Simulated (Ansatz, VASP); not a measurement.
## Si2Ni: VASP beside Ansatz

```xyz
3
Lattice="0.0000 2.7030 2.7030 2.7030 0.0000 2.7030 2.7030 2.7030 0.0000" Properties=species:S:1:pos:R:3 pbc="T T T"
Si    1.3515    1.3515    1.3515
Si    4.0545    4.0545    4.0545
Ni    0.0000    0.0000    0.0000
```

Alike in both runs: task relaxation of cell and atoms; functional PBEsol; k mesh 14 × 14 × 14; occupations gaussian, width 0.1 eV; no spin polarisation.

```csv
,VASP,Ansatz
version,VASP 6.6.1,Ansatz 0.2.0
potentials or method,"VASP PAW PBE potentials, release 64 (Si, Ni), cutoff 600 eV","scalar-relativistic, plane waves, PAW"
valence electrons in the cell,18,26
```

Ansatz gave:

```
gap on the k mesh at the Fermi level, each at its own relaxed structure (eV) : none
relaxed volume (Å³/atom)                                                     : 13.06
relaxed cell length with the largest relative difference (Å)                 : 3.812
```

Problem. Estimate VASP's values.

Solution. gap on the k mesh at the Fermi level, each at its own relaxed structure (eV): none; relaxed volume (Å³/atom): 13.07; relaxed cell length with the largest relative difference (Å): 3.813.

VASP's potentials were made for PBE, not for PBEsol. A gap of «none» marks a metal or a gap that the smearing closes. VASP's potentials hold 18 valence electrons a cell and Ansatz's 26, so a difference there can come from the potentials and not from the codes.
